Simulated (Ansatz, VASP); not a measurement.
# Two plane-wave programs on BaTe

POSCAR

```
BaTe
1.0
    0.0000000000      3.5316033800      3.5316033800
    3.5316033800      0.0000000000      3.5316033800
    3.5316033800      3.5316033800      0.0000000000
Ba Te
1 1
Direct
    0.0000000000      0.0000000000      0.0000000000
    0.5000000000      0.5000000000      0.5000000000
```

File INCAR.step1:

```
SYSTEM = BaTe
PREC     = Accurate       ! precision mode
ENCUT    = 520            ! plane-wave cutoff, eV
ISMEAR   = -1             ! smearing method
SIGMA    = 0.02           ! smearing width, eV
LREAL    = .FALSE.        ! projectors in reciprocal space
LASPH    = .TRUE.         ! aspherical terms in the spheres
NELM     = 80             ! most SCF steps
NBANDS   = 15             ! bands
GGA      = PE             ! functional
ALGO     = Normal         ! electronic algorithm
EDIFF    = 1E-4           ! SCF threshold, eV
LWAVE    = .TRUE.         ! write WAVECAR
LCHARG   = .FALSE.        ! write CHGCAR
```

Contents of INCAR.step2:

```
SYSTEM = BaTe
PREC     = Accurate       ! precision mode
ENCUT    = 520            ! plane-wave cutoff, eV
EDIFF    = 1E-7           ! SCF threshold, eV
ISMEAR   = -1             ! smearing method
SIGMA    = 0.02           ! smearing width, eV
LREAL    = .FALSE.        ! projectors in reciprocal space
LASPH    = .TRUE.         ! aspherical terms in the spheres
NELM     = 80             ! most SCF steps
ALGO     = Normal         ! electronic algorithm
ISIF     = 2              ! what is computed and relaxed
LWAVE    = .FALSE.        ! write WAVECAR
LCHARG   = .FALSE.        ! write CHGCAR
METAGGA  = R2SCAN         ! meta-GGA
LMIXTAU  = .TRUE.       
NBANDS   = 15             ! bands
ISTART   = 1
```

File KPOINTS:

```
Automatic mesh
0
G
  8 8 8
  0 0 0
```

Input for Ansatz:

```yaml
crystal:
  lattice:
    - [0.0, 3.53160338, 3.53160338]
    - [3.53160338, 0.0, 3.53160338]
    - [3.53160338, 3.53160338, 0.0]
  atoms:
    - { symbol: Ba, position: [0.0, 0.0, 0.0] }
    - { symbol: Te, position: [0.5, 0.5, 0.5] }
  symmetry: { tolerance: 0.0003 }
hamiltonian:
  xc: r2scan
  pseudopotentials: { kind: paw, azcp: { folder: soft_1 } }
basis:
  ecutwfc: 500
magnetization:
  spin_polarized: false
scf:
  occupations: { method: fermi_dirac, width: 0.02 }
kpoints:
  mp_grid: { grid: [8, 8, 8], shift: [0, 0, 0] }
  band_path:
    path:
      - [0.0, 0.0, 0.0]
      - [0.5, 0.0, 0.5]
      - [0.625, 0.25, 0.625]
      - [0.375, 0.375, 0.75]
      - [0.0, 0.0, 0.0]
      - [0.5, 0.5, 0.5]
      - [0.5, 0.25, 0.75]
      - [0.5, 0.0, 0.5]
    npoints: 15
output:
  forces: true
  stress: true
  eigenvalues: true
  bader: true
  populations: true
  elf: true
  write_potential: true
  write_density: true
  volumetric_format: npy
  dos:
    e_range: [-12, 8]
    de: 0.05
    projected: { site_lists: { Ba: [Ba], Te: [Te] } }
```

Alike in both runs: task single point; functional r2SCAN; k mesh 8 × 8 × 8; occupations fermi-dirac, width 0.02 eV; no spin polarisation.

|  | VASP | Ansatz |
| --- | --- | --- |
| version | VASP 6.6.1 | Ansatz 0.2.0 |
| potentials or method | VASP PAW PBE potentials, release 64 (Ba_sv, Te), cutoff 520 eV | PAW plane waves |
| valence electrons in the cell | 16 | 26 |

Ansatz gave:

```
gap on the k mesh at the Fermi level (eV) : 2.00
pressure (GPa)                            : 0.0
```

Which values does VASP return?

gap on the k mesh at the Fermi level (eV): 1.93; pressure (GPa): 0.3.

VASP's potentials were made for PBE, not for r2SCAN. VASP's potentials hold 16 valence electrons a cell and Ansatz's 26, so a difference there can come from the potentials and not from the codes.

Spin-orbit coupling is off throughout.
